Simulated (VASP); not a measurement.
Ta4C3, 7 atoms in the cell. The structure is trigonal, space group R3m (No. 160). Conventional cell: a = 3.103 Å, b = 3.103 Å, c = 32.744 Å, α = 90.00°, β = 90.00°, γ = 120.00°. Ta (site symmetry 3m) has 6 C at 2.24 to 2.25 Å and 12 Ta at 3.08 to 3.22 Å within 3.3 Å. Ta (site symmetry 3m) has 3 C at 2.14 Å within 2.8 Å. Ta (site symmetry 3m) has 3 C at 2.17 Å within 2.9 Å. Within 2.9 Å of Ta (site symmetry 3m) lie 6 C at 2.19 to 2.22 Å. Within 2.9 Å of C (site symmetry 3m) lie 6 Ta at 2.17 to 2.19 Å. Within 2.8 Å of C (site symmetry 3m) lie 6 Ta at 2.14 to 2.24 Å and 1 C at 2.70 Å. Within 2.9 Å of C (site symmetry 3m) lie 6 Ta at 2.22 to 2.25 Å and 1 C at 2.70 Å.  This cell differs from its parent crystal: the distance across one plane changed.

| Item | Value |
| --- | --- |
| Program | VASP 6.6.1 |
| Task | single point |
| Functional | PBEsol |
| Potentials or basis | VASP PAW PBE potentials, release 64 (Ta_pv, C) |
| Cutoff | 520 eV |
| k mesh | 14 × 14 × 4 |
| Occupations | gaussian, width 0.15 eV |
| Spin | no spin polarisation |
| Dipole correction | no |
| Further INCAR settings | ALGO = Fast; EDIFF = 1e-06; NBANDS = 37; ISYM = 0 |

Potentials or basis: VASP PAW PBE potentials, release 64 (Ta_pv, C).

Command:

```bash
$ cat potpaw_PBE.64/Ta_pv/POTCAR potpaw_PBE.64/C/POTCAR > POTCAR
$ mpirun -np 1 vasp_std > vasp.out
```

Hardware: 1 thread of Oxide Virtual Turin-like Processor, with other jobs on the host.

Q: Estimate the wall time of this run.

A: It took 45 min on 1 thread of Oxide Virtual Turin-like Processor, with other jobs on the host, peak memory 0.95 GiB. Counts: scf iterations 18, k points 396.
